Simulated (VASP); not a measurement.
## AlN: single point with PBEsol

The system is AlN.

```
Al N
1.0
     3.14497    0.00000    0.00000
    -1.57248    2.72362    0.00000
     0.00000    0.00000    4.95296
Al N
2 2
Direct
  0.33333 0.66667 0.99899
  0.66667 0.33333 0.49899
  0.33333 0.66667 0.38101
  0.66667 0.33333 0.88101
```

This cell differs from its parent crystal: in-plane strain +0.01.

```yaml
Program: VASP 6.6.1
Task: single point
Functional: PBEsol
Potentials_or_basis: VASP PAW PBE potentials, release 64 (Al, N)
Cutoff: 520 eV
k_mesh: 8 × 8 × 6
Occupations: gaussian, width 0.01 eV
Spin: no spin polarisation
```

```json
{
 "Pressure": "-2.9 GPa",
 "Largest force": "0.185 eV/Å",
 "Band gap on the k mesh": "3.95 eV, direct"
}
```

Forces on the atoms (eV/Å):
```
Al   0.000  0.000 -0.185
Al   0.000  0.000 -0.185
N    0.000  0.000  0.185
N    0.000  0.000  0.185
```

Stress tensor (GPa, compression positive):
```
-4.99  0.00  0.00
 0.00 -4.99  0.00
 0.00  0.00  1.40
```

Levels at points of the mesh, in eV from the valence-band top:
| k point | band 4 | band 5 | band 6 | band 7 | band 8 | band 9 | band 10 | band 11 | band 12 | band 13 |
| --- | --- | --- | --- | --- | --- | --- | --- | --- | --- | --- |
| (0.00, 0.00, 0.00) | -0.98 | -0.98 | -0.29 | -0.29 | 0.00 | 3.95 | 6.23 | 10.41 | 10.72 | 10.72 |
| (0.50, 0.00, 0.00) | -4.16 | -3.40 | -2.21 | -1.84 | -0.73 | 5.48 | 5.69 | 7.90 | 10.03 | 10.59 |
| (0.00, 0.00, 0.50) | -3.32 | -0.65 | -0.65 | -0.65 | -0.65 | 6.14 | 6.14 | 10.11 | 10.11 | 11.04 |
| (0.50, 0.00, 0.50) | -5.66 | -1.55 | -1.55 | -1.37 | -1.37 | 5.12 | 5.12 | 9.02 | 9.02 | 11.55 |

Run time: 14 s on 1 thread of Intel(R) Xeon(R) Platinum 8375C CPU @ 2.90GHz (Ice Lake) (shared host), peak memory 0.16 GiB.

Caveat: the cell differs from its parent crystal (in-plane strain +0.01); the PAW data sets were made with another functional, which shifts forces and pressure a little. A k mesh can miss the band edges.
